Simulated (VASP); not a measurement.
# WC: single point with LDA

Crystal: WC.

```
W C
1.0
    -2.85058   -4.93735    0.00000
     4.46399   -2.57729    0.00000
     0.00000    0.00000    5.66842
W C
8 8
Cartesian
  -0.1628 -4.8276 -0.5403
  -0.0526 -4.7944 2.3391
  -1.5491 -2.1342 -0.2792
  -1.5114 -2.2860 2.4508
  1.3540 -2.4713 -0.3969
  1.1420 -2.4708 2.4616
  -0.1152 0.2506 -0.1676
  -0.2170 0.2119 2.6632
  1.1302 -3.8521 1.0568
  1.6617 -3.8701 3.8055
  -0.2687 -1.4489 1.2466
  -0.4752 -1.4781 3.9011
  2.9337 -1.4639 1.1669
  2.6136 -1.5819 3.6710
  -1.5348 -4.4116 0.9002
  -1.4993 -3.8961 3.5826
```

```yaml
Program: VASP 6.6.1
Task: single point
Functional: LDA
Potentials_or_basis: VASP PAW LDA potentials, release 64 (W_sv, C)
Cutoff: 520 eV
k_mesh: 2 × 2 × 2
Occupations: fermi-dirac, width 0.36 eV
Spin: no spin polarisation
Dipole_correction: no
Further_INCAR_settings: ALGO = Normal; EDIFF = 1e-06; NBANDS = 86
```

The pressure is 18.3 GPa, the largest force is 7.279 eV/Å and the band gap on the k mesh is zero (bands 72 and 73 overlap by 0.53 eV).

Forces in eV/Å, atoms in the order of the input:
```
W    2.427 -0.934  1.112
W   -2.371 -1.943  2.615
W   -2.389 -3.406 -0.475
W   -6.415 -0.256  0.252
W   -0.908  3.903  0.292
W    3.933  6.072  0.321
W   -4.930 -1.560 -5.123
W   -0.273 -0.806 -3.633
C    3.042 -2.705 -2.825
C   -2.953 -2.870  1.549
C    2.133  1.379 -3.303
C    5.372  1.976  0.785
C   -1.497 -2.339 -2.739
C    1.306  1.224  2.617
C    3.074  3.917  3.845
C    0.451 -1.652  4.710
```

Stress tensor (GPa, compression positive):
```
13.85 12.20 -0.33
12.20 20.02 -1.67
-0.33 -1.67 20.90
```

Levels at points of the mesh, in eV from the Fermi level:
| k point | band 70 | band 71 | band 72 | band 73 | band 74 | band 75 |
| --- | --- | --- | --- | --- | --- | --- |
| (0.00, 0.00, 0.00) | -0.44 | -0.28 | -0.08 | 0.51 | 0.68 | 1.01 |
| (0.50, 0.00, 0.00) | -0.63 | -0.48 | -0.08 | 0.07 | 0.16 | 0.73 |
| (0.00, 0.50, 0.00) | -0.43 | 0.02 | 0.19 | 1.11 | 1.21 | 1.42 |
| (0.50, 0.50, 0.00) | -1.15 | -0.94 | -0.66 | 0.71 | 0.92 | 1.26 |
| (0.00, 0.00, 0.50) | -0.95 | -0.20 | -0.14 | 0.13 | 0.28 | 0.43 |
| (0.50, 0.00, 0.50) | -1.11 | -0.97 | -0.92 | -0.34 | -0.03 | 0.34 |
| (0.00, 0.50, 0.50) | -1.22 | -0.79 | -0.51 | 0.70 | 1.02 | 1.15 |
| (0.50, 0.50, 0.50) | -1.37 | -1.12 | -1.05 | 0.26 | 0.67 | 1.04 |

It took 3.5 min on 1 thread of Intel Xeon 8259CL, with other jobs on the host, peak memory 0.25 GiB.

Caveat: the k points lie up to 0.61 Å⁻¹ apart, too coarse for converged energies and pressures of a metal; the atoms stand as in a frame of molecular dynamics; so wide a smearing shifts energies and pressures; spin-orbit coupling is left out, which moves the levels of the heavy elements; forces of over 1 eV/Å act on the atoms, so gaps and moduli don't describe the material at rest.
